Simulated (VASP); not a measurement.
A run of VASP 6.6.1 is set up as follows.

Contents of POSCAR:

```
MgO2
1.0
    4.8341733786      0.0000000000      0.0000000000
    0.0000000000      4.8341733786      0.0000000000
    0.0000000000      0.0000000000      4.8341733786
Mg O
4 8
Direct
    0.0000000000      0.5000000000      0.5000000000
    0.5000000000      0.5000000000      0.0000000000
    0.5000000000      0.0000000000      0.5000000000
    0.0000000000      0.0000000000      0.0000000000
    0.4111698600      0.0888301400      0.9111698600
    0.0888301400      0.9111698600      0.4111698600
    0.9111698600      0.4111698600      0.0888301400
    0.5888301400      0.5888301400      0.5888301400
    0.4111698600      0.4111698600      0.4111698600
    0.0888301400      0.5888301400      0.9111698600
    0.9111698600      0.0888301400      0.5888301400
    0.5888301400      0.9111698600      0.0888301400
```

File INCAR.step1:

```
ALGO = Normal
EDIFF = 1E-4
ENCUT = 520
GGA = PE
ISMEAR = 0
LASPH = True
LCHARG = False
LREAL = False
LWAVE = True
NBANDS = 40
NELM = 100
PREC = Accurate
SIGMA = 0.02
```

Contents of INCAR.step2:

```
ALGO = Normal
EDIFF = 1E-6
ENCUT = 520
ISIF = 2
ISMEAR = 0
ISTART = 1
LASPH = True
LCHARG = False
LMIXTAU = True
LREAL = False
LWAVE = False
METAGGA = R2SCAN
NBANDS = 40
NELM = 100
PREC = Accurate
SIGMA = 0.02
```

The input KPOINTS:

```
k-points
0
Gamma
  6 6 6
```

Potentials or basis: VASP PAW PBE potentials, release 64 (Mg, O).

The run is started by

```bash
$ cat potpaw_PBE.64/Mg/POTCAR potpaw_PBE.64/O/POTCAR > POTCAR
$ cp INCAR.step1 INCAR
$ mpirun -np 1 vasp_std > vasp.out
$ cp INCAR.step2 INCAR
$ mpirun -np 1 vasp_std > vasp.out
```

Question: Estimate the pressure.

Answer: -0.3 GPa.

Question: Estimate the band gap on the k mesh.

Answer: 4.68 eV, indirect (least direct gap 4.81 eV).

Forces on the atoms (eV/Å):
```
Mg   0.000  0.000  0.000
Mg   0.000  0.000  0.000
Mg   0.000  0.000  0.000
Mg   0.000  0.000  0.000
O   -0.158  0.158 -0.158
O    0.158 -0.158 -0.158
O   -0.158 -0.158  0.158
O    0.158  0.158  0.158
O   -0.158 -0.158 -0.158
O    0.158  0.158 -0.158
O   -0.158  0.158  0.158
O    0.158 -0.158  0.158
```

Caveat: the PAW data sets were made with another functional, which shifts forces and pressure a little. r2SCAN opens gaps a little over a GGA but as a rule still falls short of measured ones.
